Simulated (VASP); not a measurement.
# Zn2Si3N (R-3m) in VASP: a series of runs

Runs on Zn2Si3N. Level: PBE. Tasks: single point.

All numbers are computed with VASP 6.6.1; they aren't measurements. Logs are shortened: lines on timing, memory, paths and dates and some standing lists are left out, and cuts for length are marked.

## Step 1: The cell of the first run

The structure is trigonal, space group R-3m (No. 166). The conventional cell has a = 5.637 Å, b = 5.637 Å, c = 9.147 Å, α = 90.00°, β = 90.00°, γ = 120.00°. Within 3.1 Å of Zn (site symmetry 3m) lie 1 Zn at 2.32 Å and 9 Si at 2.49 to 3.05 Å. Within 2.9 Å of Si (site symmetry 2/m) lie 2 N at 2.23 Å and 2 Zn at 2.49 Å and 4 Si at 2.82 Å. Within 2.9 Å of N (site symmetry -3m) lie 6 Si at 2.23 Å.

## Step 2: Single point, PBE

Input file INCAR:

```
SYSTEM = Zn2Si3N
PREC = Accurate
ENCUT = 520
EDIFF = 1E-7
ISMEAR = 0
SIGMA = 0.1
LREAL = .FALSE.
LASPH = .TRUE.
NELM = 60
ALGO = Normal
ISIF = 2
LWAVE = .FALSE.
LCHARG = .TRUE.
GGA = PE
LELF = .TRUE.
LVHAR = .TRUE.
NBANDS = 30
```

Input file KPOINTS:

```
Automatic mesh
0
G
  6 6 6
  0 0 0
```

Input file POSCAR:

```
Zn2Si3N
1.0
    2.8183632285      1.6271827674      3.0491239696
   -2.8183632285      1.6271827674      3.0491239696
    0.0000000000     -3.2543655385      3.0491239675
Zn Si N
2 3 1
Direct
    0.6268480127      0.6268480127      0.6268480127
    0.3731519873      0.3731519873      0.3731519873
    0.0000000000      0.5000000000      0.0000000000
    0.5000000000      0.0000000000      0.0000000000
    0.0000000000      0.0000000000      0.5000000000
    0.0000000000      0.0000000000      0.0000000000
```

Potentials or basis: VASP PAW PBE potentials, release 64 (Zn, Si, N).

Launch:

```sh
> cat potpaw_PBE.64/Zn/POTCAR potpaw_PBE.64/Si/POTCAR potpaw_PBE.64/N/POTCAR > POTCAR
> mpirun -np 1 vasp_std > vasp.out
```

OUTCAR:

```text
SYSTEM = Zn2Si3N
   PREC = Accurate
   ENCUT = 520
   EDIFF = 1E-7
   ISMEAR = 0
   LREAL = .FALSE.
   LASPH = .TRUE.
   NELM = 60
   ISIF = 2
   GGA = PE

 ion  position               nearest neighbor table
   1  0.627  0.627  0.627-   2 2.32   3 2.49   4 2.49   5 2.49   3 3.05   4 3.05   5 3.05   5 3.05
                             3 3.05   4 3.05
   2  0.373  0.373  0.373-   1 2.32   3 2.49   4 2.49   5 2.49   3 3.05   4 3.05   5 3.05   5 3.05
                             4 3.05   3 3.05
   3  0.000  0.500  0.000-   6 2.23   6 2.23   1 2.49   2 2.49   5 2.82   5 2.82   4 2.82   4 2.82
                             2 3.05   1 3.05   2 3.05   1 3.05
   4  0.500  0.000  0.000-   6 2.23   6 2.23   1 2.49   2 2.49   5 2.82   5 2.82   3 2.82   3 2.82
                             2 3.05   1 3.05   1 3.05   2 3.05
   5  0.000  0.000  0.500-   6 2.23   6 2.23   1 2.49   2 2.49   4 2.82   3 2.82   3 2.82   4 2.82
                             2 3.05   1 3.05   2 3.05   1 3.05
   6  0.000  0.000  0.000-   5 2.23   5 2.23   3 2.23   4 2.23   3 2.23   4 2.23

  LATTYP: Found a trigonal (rhomboedric) cell.
 ALAT       =     4.4596022276
 COS(alpha) =     0.2012117349

  Lattice vectors:

 A1 = (   2.8183632285,   1.6271827674,   3.0491239696)
 A2 = (  -2.8183632285,   1.6271827674,   3.0491239696)
 A3 = (   0.0000000000,  -3.2543655385,   3.0491239675)

Analysis of symmetry for initial positions (statically):
=====================================================================
 Subroutine PRICEL returns:
 Original cell was already a primitive cell.

 Routine SETGRP: Setting up the symmetry group for a
 trigonal (rhombohedral) supercell.

 Subroutine GETGRP returns: Found 12 space group operations
 (whereof 12 operations were pure point group operations)
 out of a pool of 12 trial point group operations.

The static configuration has the point symmetry D_3d.

Analysis of symmetry for dynamics (positions and initial velocities):
=====================================================================
 Subroutine PRICEL returns:
 Original cell was already a primitive cell.

 Routine SETGRP: Setting up the symmetry group for a
 trigonal (rhombohedral) supercell.

 Subroutine GETGRP returns: Found 12 space group operations
 (whereof 12 operations were pure point group operations)
 out of a pool of 12 trial point group operations.

The dynamic configuration has the point symmetry D_3d.

 Subroutine INISYM returns: Found 12 space group operations
 (whereof 12 operations are pure point group operations),
 and found     1 'primitive' translations

----------------------------------------------------------------------------------------

                                     Primitive cell

  volume of cell :      83.8996

  direct lattice vectors                    reciprocal lattice vectors
     2.818363228  1.627182767  3.049123970     0.177407935  0.102426519  0.109321017
    -2.818363228  1.627182767  3.049123970    -0.177407935  0.102426519  0.109321017
     0.000000000 -3.254365539  3.049123967     0.000000000 -0.204853038  0.109321017

  length of vectors
     4.459602228  4.459602228  4.459602227     0.232197872  0.232197872  0.232197872

  position of ions in fractional coordinates (direct lattice)
     0.626848013  0.626848013  0.626848013
     0.373151987  0.373151987  0.373151987
     0.000000000  0.500000000  0.000000000
     0.500000000  0.000000000  0.000000000
     0.000000000  0.000000000  0.500000000
     0.000000000  0.000000000  0.000000000

  ion indices of the primitive-cell ions
   primitive index   ion index
                 1           1
                 2           2
                 3           3
                 4           4
                 5           5
                 6           6

----------------------------------------------------------------------------------------

 KPOINTS: Automatic mesh

Automatic generation of k-mesh.
 Grid dimensions read from file:
 generate k-points for:    6    6    6

 Generating k-lattice:

  Cartesian coordinates                     Fractional coordinates (reciprocal lattice)
     0.029567989  0.017071086  0.018220170     0.166666667  0.000000000  0.000000000
    -0.029567989  0.017071086  0.018220170     0.000000000  0.166666667  0.000000000
     0.000000000 -0.034142173  0.018220169     0.000000000  0.000000000  0.166666667

  Length of vectors
     0.038699645  0.038699645  0.038699645

  Shift w.r.t. Gamma in fractional coordinates (k-lattice)
     0.000000000  0.000000000  0.000000000

 Subroutine IBZKPT returns following result:
 ===========================================

 Found     32 irreducible k-points:

 Following reciprocal coordinates:
            Coordinates               Weight
  0.000000  0.000000  0.000000      1.000000
  0.166667 -0.000000  0.000000      6.000000
  0.333333 -0.000000  0.000000      6.000000
  0.500000  0.000000  0.000000      3.000000
  0.166667  0.166667  0.000000      6.000000
  0.333333  0.166667  0.000000     12.000000
[... 16 lines left out ...]
  0.500000  0.500000  0.166667      6.000000
 -0.333333  0.500000  0.166667     12.000000
 [... further k-points ...]
   k-points           NKPTS =     32   k-points in BZ     NKDIM =     32   number of bands    NBANDS=     30
   number of dos      NEDOS =    301   number of ions     NIONS =      6
   total plane-waves  NPLWV =  46656
   dimension x,y,z NGX =    36 NGY =   36 NGZ =   36
   dimension x,y,z NGXF=    72 NGYF=   72 NGZF=   72
   ions per type =               2   3   1
   NGX,Y,Z   is equivalent  to a cutoff of  13.42, 13.42, 13.42 a.u.
   NGXF,Y,Z  is equivalent  to a cutoff of  26.84, 26.84, 26.84 a.u.
 SYSTEM =  Zn2Si3N
   PREC   = accura    normal or accurate (medium, high low for compatibility)
   ISTART =      0    job   : 0-new  1-cont  2-samecut
   ICHARG =      2    charge: 1-file 2-atom 10-const
   ISPIN  =      1    spin polarized calculation?
   LNONCOLLINEAR =      F non collinear calculations
   LSORBIT =      F    spin-orbit coupling
   LASPH  =      T    aspherical Exc in radial PAW
   ENCUT  =  520.0 eV  38.22 Ry    6.18 a.u.   8.29  8.29  8.29*2*pi/ulx,y,z
   NELM   =     60;   NELMIN=  2; NELMDL= -5     # of ELM steps
   EDIFF  = 0.1E-06   stopping-criterion for ELM
   LREAL  =      F    real-space projection
   EDIFFG = 0.1E-05   stopping-criterion for IOM
   NSW    =      0    number of steps for IOM
   IBRION =     -1    ionic relax: 0-MD 1-quasi-New 2-CG
   NFREE  =      0    steps in history (QN), initial steepest desc. (CG)
   ISIF   =      2    stress and relaxation
   ISYM   =      2    0-nonsym 1-usesym 2-fastsym
   POTIM  = 0.5000    time-step for ionic-motion
   TEBEG  =    0.0;   TEEND  =   0.0 temperature during run
   PSTRESS=    0.0 pullay stress
   NELECT =      41.0000    total number of electrons
   NUPDOWN=      -1.0000    fix difference up-down
   EMIN   =  10.00;   EMAX   =-10.00  energy-range for DOS
   EFERMI =   0.00;   METHOD = LEGACY
   ISMEAR =     0;   SIGMA  =   0.10  broadening in eV -4-tet -1-fermi 0-gaus
   EFERMI_NEDOS =   21; number of points for ismear=-14 and -15
   IALGO  =     38    algorithm
   IMIX   =      4    mixing-type and parameters
     AMIX     =   0.40;   BMIX     =  1.00
     AMIX_MAG =   1.60;   BMIX_MAG =  1.00
  volume/ion in A,a.u.               =      13.98        94.36
  Fermi-wavevector in a.u.,A,eV,Ry     =   1.289485  2.436773 22.623375  1.662771
  Thomas-Fermi vector in A             =   2.421375
   LORBIT       =      0    0 simple, 1 ext, 2 COOP (PROOUT), +10 PAW based schemes
   GGA     = PE    functional components
   LHFCALC =     F    Hartree Fock is set to
   AEXX    =    0.0000 exact exchange contribution
   IVDW    =     0    specifies the selected vdW correction
   LEPSILON=     F    determine dielectric tensor
   LRPA    =     F    only Hartree local field effects (RPA)
 non-spin polarized calculation
 Gauss-broadening in eV      SIGMA  =   0.10
  energy-cutoff  :      520.00
  volume of cell :       83.90
 maximum number of plane-waves:      2286
 NGX is ok and might be reduce to    36
   NGX = 17   NGY = 17   NGZ = 17

 number of electron      40.9999991 magnetization

 Free energy of the ion-electron system (eV)
  ---------------------------------------------------
  ext. energy  EPLUGINS =         0.00000000
  ---------------------------------------------------
  free energy    TOTEN  =       -23.20424774 eV

  energy without entropy =      -23.19148421  energy(sigma->0) =      -23.19786597

 E-fermi :   6.7598     XC(G=0): -11.2327

 val. band max:        6.7540174477   @ k =  -0.1667   0.3333   0.1667
 cond. band min:       6.7621360181   @ k =   0.5000   0.5000   0.0000
 fundamental gap:      0.0081185703
 Fermi energy:         6.7598232343

 k-point     1 :       0.0000    0.0000    0.0000
  band No.  band energies     occupation
      1      -9.2100      2.00000
      2      -2.9881      2.00000
      3      -1.3659      2.00000
      4      -1.3659      2.00000
      5      -1.2784      2.00000
      6      -1.1311      2.00000
[... 22 lines left out ...]
     29      12.7962      0.00000
     30      14.0914      0.00000

 k-point     2 :       0.1667   -0.0000    0.0000
  band No.  band energies     occupation
      1      -9.1270      2.00000
      2      -3.1796      2.00000
      3      -1.5470      2.00000
      4      -1.4630      2.00000
      5      -1.3642      2.00000
      6      -1.2864      2.00000
[... 22 lines left out ...]
     29      13.3833      0.00000
     30      13.5561      0.00000

 k-point     3 :       0.3333   -0.0000    0.0000
  band No.  band energies     occupation
      1      -8.9435      2.00000
      2      -3.7224      2.00000
      3      -1.6777      2.00000
      4      -1.5852      2.00000
      5      -1.4171      2.00000
      6      -1.2081      2.00000
[... 682 lines left out ...]
     29      14.1667      0.00000
     30      14.1913      0.00000

 k-point    24 :      -0.3333    0.5000    0.1667
  band No.  band energies     occupation
      1      -8.5744      2.00000
      2      -3.7423      2.00000
      3      -2.2413      2.00000
      4      -1.8161      2.00000
      5      -1.3859      2.00000
      6      -1.1506      2.00000
[... 22 lines left out ...]
     29      12.9883      0.00000
     30      13.8303      0.00000

 [... further k-points ...]
[... 5 lines left out ...]
  --------------------------------------------------------------------------------------
  -------------------------------------------------------------------------------------
  Total        0.0874774      0.0874774      0.1686293      0.0000000     -0.0000000      0.0000000
  in kB        1.6705004      1.6705004      3.2202082      0.0000000     -0.0000000      0.0000000
  external PRESSURE =       2.1870697 kB  Pullay stress =       0.0000000 kB

 VOLUME and BASIS-vectors are now :
 -----------------------------------------------------------------------------
  energy-cutoff  :      520.00
  volume of cell :       83.90
      direct lattice vectors                 reciprocal lattice vectors
     2.818363228  1.627182767  3.049123970     0.177407935  0.102426519  0.109321017
    -2.818363228  1.627182767  3.049123970    -0.177407935  0.102426519  0.109321017
     0.000000000 -3.254365539  3.049123967     0.000000000 -0.204853038  0.109321017

 POSITION                                       TOTAL-FORCE (eV/Angst)
 -----------------------------------------------------------------------------------
      0.00000     -0.00000      5.73401        -0.000000     -0.000000      0.023183
      0.00000     -0.00000      3.41336        -0.000000      0.000000     -0.023183
     -1.40918      0.81359      1.52456         0.000000      0.000000     -0.000000
      1.40918      0.81359      1.52456        -0.000000     -0.000000     -0.000000
      0.00000     -1.62718      1.52456        -0.000000     -0.000000     -0.000000
      0.00000      0.00000      0.00000        -0.000000     -0.000000     -0.000000
 -----------------------------------------------------------------------------------
    total drift:                                0.000000     -0.000000     -0.000000

  FREE ENERGIE OF THE ION-ELECTRON SYSTEM (eV)
  ---------------------------------------------------
  free  energy   TOTEN  =       -23.2042477363 eV

  energy  without entropy=      -23.1914842064  energy(sigma->0) =      -23.19786597
```

It took 70 s on 1 thread of Intel Xeon Platinum 8259CL at 2.50GHz (Skylake/Cascade Lake), shared host; peak memory 0.24 GiB.

Results:

| Property | Result |
| --- | --- |
| Free energy | -23.2042 eV |
| Pressure | 0.2 GPa |
| Largest force | 0.023 eV/Å |

Forces in eV/Å, atoms in the order of the input:
```
Zn   0.000  0.000  0.023
Zn   0.000  0.000 -0.023
Si   0.000  0.000  0.000
Si   0.000  0.000  0.000
Si   0.000  0.000  0.000
N    0.000  0.000  0.000
```

## Step 3: Single point, PBE

This run uses another cell than the first one, of 14.69 Å³/atom, 1.051 times its volume.

Input file INCAR:

```
SYSTEM = Zn2Si3N
  PREC = Accurate
  ENCUT = 520
  EDIFF = 1E-6
  ISMEAR = 0
  SIGMA = 0.1
  LREAL = .FALSE.
  LASPH = .TRUE.
  NELM = 80
  ALGO = Normal
  ISIF = 2
  LWAVE = .FALSE.
  LCHARG = .TRUE.
  GGA = PE
  LELF = .TRUE.
  LVHAR = .TRUE.
  NBANDS = 30
```

Input file KPOINTS:

```
regular mesh
0
G
  6 6 6
  0 0 0
```

Input file POSCAR:

```
Zn2Si3N
1.0
    2.5263178600      1.4585702900      3.9865856300
   -2.5263178600      1.4585702900      3.9865856300
    0.0000000000     -2.9171405900      3.9865856300
Zn Si N
2 3 1
Direct
    0.6263859900      0.6263859900      0.6263859900
    0.3736140100      0.3736140100      0.3736140100
    0.0000000000      0.5000000000      0.0000000000
    0.5000000000      0.0000000000      0.0000000000
    0.0000000000      0.0000000000      0.5000000000
    0.0000000000      0.0000000000      0.0000000000
```

Potentials or basis: VASP PAW PBE potentials, release 64 (Zn, Si, N).

Launch:

```sh
> cat potpaw_PBE.64/Zn/POTCAR potpaw_PBE.64/Si/POTCAR potpaw_PBE.64/N/POTCAR > POTCAR
> mpirun -np 1 vasp_std > vasp.out
```

Run time: 82 s. Hardware: 1 thread of Intel Xeon Platinum 8259CL at 2.50GHz (Skylake/Cascade Lake), shared host; peak memory 0.27 GiB.

It converged, with:

- Free energy: -22.0575 eV
- Pressure: -4.4 GPa
- Largest force: 0.063 eV/Å

Forces on the atoms (eV/Å):
```
Zn   0.000  0.000 -0.063
Zn   0.000  0.000  0.063
Si   0.000  0.000  0.000
Si   0.000  0.000  0.000
Si   0.000  0.000  0.000
N    0.000  0.000  0.000
```

Stress tensor (GPa, compression positive):
```
 -1.21   0.00   0.00
  0.00  -1.21   0.00
  0.00   0.00 -10.84
```

Levels at points of the mesh, in eV from the Fermi level:
```
           k point  band 18  band 19  band 20  band 21  band 22  band 23  band 24  band 25
(0.00, 0.00, 0.00)    -3.96    -2.83    -1.52    -1.52     0.32     1.34     1.34     1.48
(0.50, 0.00, 0.00)    -1.67    -1.26    -0.17     0.29     0.31     1.01     1.47     3.44
(0.50, 0.50, 0.00)    -1.44    -0.69    -0.51     0.95     1.27     2.28     2.30     2.51
(0.50, 0.50, 0.50)    -3.05    -2.53    -1.66    -0.47    -0.47     1.88     1.88     4.51
```
